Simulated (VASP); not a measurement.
# Nb3ReTe (P4mm) in VASP: further runs, part 3 of 3

VASP 6.6.1. The steps go on from the part before.

## 5. Relaxation of cell and atoms, PBE

INCAR

```
SYSTEM = Nb3ReTe
  PREC = Accurate
  ENCUT = 600
  EDIFF = 1E-6
  ISMEAR = 0
  SIGMA = 0.1
  LREAL = .False.
  LASPH = .True.
  NELM = 80
  ALGO = Normal
  ISIF = 3
  LWAVE = .False.
  LCHARG = .False.
  GGA = PE
  IBRION = 2
  NSW = 90
  EDIFFG = -0.04
```

KPOINTS

```
regular mesh
0
Gamma
  4 4 4
  0 0 0
```

POSCAR

```
Nb3ReTe
1.0
    3.7584174900      0.0000000000      0.0000000000
    0.0000000000      3.7584174900      0.0000000000
    0.0000000000      0.0000000000      7.3410443500
Nb Re Te
3 1 1
Direct
    0.5000000000      0.0000000000      0.5610303600
    0.0000000000      0.5000000000      0.5610303600
    0.5000000000      0.5000000000      0.8794810800
    0.0000000000      0.0000000000      0.9373873500
    0.5000000000      0.5000000000      0.3089290500
```

Potentials or basis: VASP PAW PBE potentials, release 64 (Nb_sv, Re, Te).

Launch:

```sh
$ cat potpaw_PBE.64/Nb_sv/POTCAR potpaw_PBE.64/Re/POTCAR potpaw_PBE.64/Te/POTCAR > POTCAR
$ mpirun -np 1 vasp_std > vasp.out
```

OUTCAR:

```text
SYSTEM = Nb3ReTe
   PREC = Accurate
   ENCUT = 600
   EDIFF = 1E-6
   ISMEAR = 0
   LREAL = .False.
   LASPH = .True.
   NELM = 80
   ISIF = 3
   GGA = PE
   IBRION = 2
   NSW = 90
   EDIFFG = -0.04

 ion  position               nearest neighbor table
   1  0.500  0.000  0.561-   5 2.64   5 2.64   2 2.66   2 2.66   2 2.66   2 2.66   3 3.00   3 3.00

   2  0.000  0.500  0.561-   5 2.64   5 2.64   1 2.66   1 2.66   1 2.66   1 2.66   3 3.00   3 3.00

   3  0.500  0.500  0.879-   4 2.69   4 2.69   4 2.69   4 2.69   2 3.00   2 3.00   1 3.00   1 3.00
                             5 3.15
   4  0.000  0.000  0.937-   3 2.69   3 2.69   3 2.69   3 2.69
   5  0.500  0.500  0.309-   1 2.64   2 2.64   1 2.64   2 2.64   3 3.15

  LATTYP: Found a simple tetragonal cell.
 ALAT       =     3.7584174900
 C/A-ratio  =     1.9532274872

  Lattice vectors:

[... 290 lines left out ...]

  energy  without entropy=      -44.1076662354  energy(sigma->0) =      -44.11646385

[... ionic steps 4 to 13 ...]

--------------------------------------- Ionic step       14  -------------------------------------------

 number of electron      52.0000000 magnetization

------------------------ aborting loop because EDIFF is reached ----------------------------------------
[... 73 lines left out ...]
--------------------------------------- Ionic step       16  -------------------------------------------

 number of electron      52.0000000 magnetization

 Free energy of the ion-electron system (eV)
  ---------------------------------------------------
  ext. energy  EPLUGINS =         0.00000000
  ---------------------------------------------------
  free energy    TOTEN  =       -45.18765115 eV

  energy without entropy =      -45.17666288  energy(sigma->0) =      -45.18215701

 E-fermi :   8.4730     XC(G=0): -11.1991

 val. band max:        8.4536847357   @ k =   0.2500   0.2500   0.2500
 cond. band min:       8.6066563454   @ k =   0.2500   0.2500   0.0000
 fundamental gap:      0.1529716097
 Fermi energy:         8.4729784249

 k-point     1 :       0.0000    0.0000    0.0000
  band No.  band energies     occupation
      1     -46.4482      2.00000
      2     -46.3403      2.00000
      3     -45.9086      2.00000
      4     -22.9439      2.00000
      5     -22.9439      2.00000
      6     -22.6917      2.00000
[... 633 lines left out ...]
  FREE ENERGIE OF THE ION-ELECTRON SYSTEM (eV)
  ---------------------------------------------------
  free  energy   TOTEN  =       -45.1876511464 eV

  energy  without entropy=      -45.1766628821  energy(sigma->0) =      -45.18215701

 reached required accuracy - stopping structural energy minimisation
```

OSZICAR:

```text
N       E                     dE             d eps       ncg     rms          rms(c)
DAV:   1     0.589560555820E+03    0.58956E+03   -0.30262E+04  1706   0.210E+03
DAV:   2     0.135156765630E+02   -0.57604E+03   -0.56359E+03  1824   0.720E+02
DAV:   3    -0.357188804887E+02   -0.49235E+02   -0.48245E+02  2112   0.151E+02
DAV:   4    -0.436706258010E+02   -0.79517E+01   -0.78358E+01  1994   0.464E+01
[... 201 lines left out ...]
DAV:   3    -0.451876952841E+02    0.82784E-04   -0.65708E-04  2114   0.354E-01    0.585E-02
DAV:   4    -0.451876543305E+02    0.40954E-04   -0.22483E-04  2067   0.158E-01    0.224E-02
DAV:   5    -0.451876535214E+02    0.80913E-06   -0.64830E-05  2121   0.764E-02    0.217E-02
DAV:   6    -0.451876519062E+02    0.16151E-05   -0.14262E-05  1654   0.335E-02    0.125E-02
DAV:   7    -0.451876511464E+02    0.75987E-06   -0.40866E-06  1251   0.146E-02
  16 F= -.45187651E+02 E0= -.45182157E+02  d E =-.163742E-03
```

Wall time 9.8 min (1 thread of Intel Xeon 6975P-C (Granite Rapids), shared host); peak memory 0.29 GiB.

What came out:

- Free energy: -45.1877 eV
- Relaxed volume: 21.73 Å³/atom
- Relaxed cell: a = 3.780 Å, b = 3.780 Å, c = 7.605 Å, α = 90.00°, β = 90.00°, γ = 90.00°
- Space group after relaxing (to 0.05 Å): P4mm (No. 99)
- Energy gained by relaxing: 445.3 meV/atom
- Ionic steps: 16
- Pressure after relaxing: 0.0 GPa
- Largest force after relaxing: 0.027 eV/Å
- Band gap on the k mesh: zero (band 26 reaches 8.84 eV, above the bottom of band 27 at 7.94 eV)

Forces in eV/Å, atoms in the order of the input:
```
Nb   0.000  0.000  0.005
Nb   0.000  0.000  0.005
Nb   0.000  0.000  0.001
Re   0.000  0.000 -0.027
Te   0.000  0.000  0.017
```

The path:
| step | energy change (eV) | largest force (eV/Å) | pressure (GPa) | volume (Å³) |
| --- | --- | --- | --- | --- |
| 1 | 0.0000 | 5.1447 | 7.92 | 103.70 |
| 2 | -0.8449 | 2.3138 | -14.35 | 119.86 |
| 3 | -1.1643 | 2.7873 | -8.88 | 113.55 |
| 4 | -1.6433 | 1.8128 | 7.53 | 101.53 |
| 5 | -1.7275 | 1.2992 | 1.82 | 104.66 |
| 6 | -1.9529 | 1.4459 | 0.79 | 105.93 |
| 7 | -1.9904 | 2.0550 | -0.56 | 109.80 |
| 8 | -2.1522 | 0.6970 | -0.37 | 107.97 |
| 9 | -2.1855 | 0.7715 | 1.35 | 107.97 |
| 10 | -2.2058 | 0.6661 | 0.57 | 107.99 |
| 11 | -2.2237 | 0.1492 | -0.96 | 109.27 |
| 12 | -2.2238 | 0.1933 | -0.85 | 109.15 |
| 13 | -2.2204 | 0.2531 | 1.45 | 107.68 |
| 14 | -2.2265 | 0.0429 | 0.07 | 108.56 |
| 15 | -2.2265 | 0.0441 | 0.07 | 108.57 |
| 16 | -2.2267 | 0.0269 | 0.01 | 108.66 |

Final structure:
```
Nb Re Te
1.0
     3.77994    0.00000    0.00000
     0.00000    3.77994    0.00000
     0.00000    0.00000    7.60502
Nb Re Te
3 1 1
Direct
  0.50000 0.00000 0.58221
  0.00000 0.50000 0.58221
  0.50000 0.50000 0.91576
  0.00000 0.00000 0.86839
  0.50000 0.50000 0.29929
```

Caveat: the k points lie up to 0.42 Å⁻¹ apart in the final cell; spin-orbit coupling is left out, which moves the levels of the heavy elements.

## 6. The runs side by side

| task | spin | cell | k mesh | cutoff (eV) | gap on the mesh (eV) | pressure (GPa) | largest force (eV/Å) |
| --- | --- | --- | --- | --- | --- | --- | --- |
| single point | off | a = 3.758, b = 3.758, c = 7.341 Å, 5 atoms | 4 × 4 × 4 | 520 | none | 7.9 | 5.15 |
| single point | off | a = 3.781, b = 3.781, c = 7.612 Å, 5 atoms | 4 × 4 × 4 | 520 | none | -0.2 | 0.05 |
| single point | collinear, ferromagnetic start | a = 3.781, b = 3.781, c = 7.612 Å, 5 atoms | 4 × 4 × 2 | 520 | none | -0.1 | 0.07 |
| relaxation of cell and atoms | off | relaxed from a = 3.758, b = 3.758, c = 7.341 Å, 5 atoms | 4 × 4 × 4 | 600 | none | 0.0 | 0.03 |

Alike in all rows: level PBE; potentials or basis VASP PAW PBE potentials, release 64 (Nb_sv, Re, Te); smearing gaussian 0.1 eV.

Caveats: all runs use coarse meshes; spin-orbit coupling is left out, which moves the levels of the heavy elements; forces of over 1 eV/Å act on the atoms, so gaps and moduli don't describe the material at rest (some runs).

Total energies depend on the potentials used, so only differences within one code and one set of settings carry meaning.
